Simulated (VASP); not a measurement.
Set up this calculation in VASP 6.6.1, as the native input.

```
Task                   : single point
Functional             : PBE
Potentials or basis    : VASP PAW PBE potentials, release 64 (Co, Al)
Cutoff                 : 520 eV
k mesh                 : 10 × 10 × 6
Occupations            : fermi-dirac, width 0.05 eV
Spin                   : no spin polarisation
Dipole correction      : no
Further INCAR settings : ALGO = Normal; EDIFF = 1e-06; NBANDS = 20
```

The structure of AlCo (NiAs type) lies in POSCAR:

```
AlCo
1.0
    2.4127859875      0.0000000000      0.0000000000
   -1.2063929938      2.0895339591      0.0000000000
    0.0000000000      0.0000000000      6.9777142180
Co Al
2 2
Direct
    0.0000000000      0.0000000000      0.0000000000
    0.0000000000      0.0000000000      0.5000000000
    0.3333333333      0.6666666667      0.2500000000
    0.6666666667      0.3333333333      0.7500000000
```

This cell differs from its parent crystal: volume scaled by 0.72.

One way to write it, as run:

INCAR

```
SYSTEM = AlCo
  PREC = Accurate
  ENCUT = 520
  EDIFF = 1E-6
  ISMEAR = -1
  SIGMA = 0.05
  LREAL = .False.
  LASPH = .True.
  NELM = 60
  ALGO = Normal
  ISIF = 2
  LWAVE = .False.
  LCHARG = .False.
  GGA = PE
  NBANDS = 20
```

KPOINTS

```
Automatic mesh
0
Gamma
  10 10 6
  0 0 0
```

Potentials or basis: VASP PAW PBE potentials, release 64 (Co, Al).

Run with:

```console
$ cat potpaw_PBE.64/Co/POTCAR potpaw_PBE.64/Al/POTCAR > POTCAR
$ mpirun -np 1 vasp_std > vasp.out
```

It gave:

```yaml
Pressure: 105.7 GPa
Band_gap_on_the_k_mesh: zero (band 12 reaches 15.56 eV, above the bottom of band 13 at 13.67 eV)
```

Wall time 16 s on 1 thread of Intel(R) Xeon(R) 6975P-C (Granite Rapids) (shared host), peak memory 0.16 GiB.
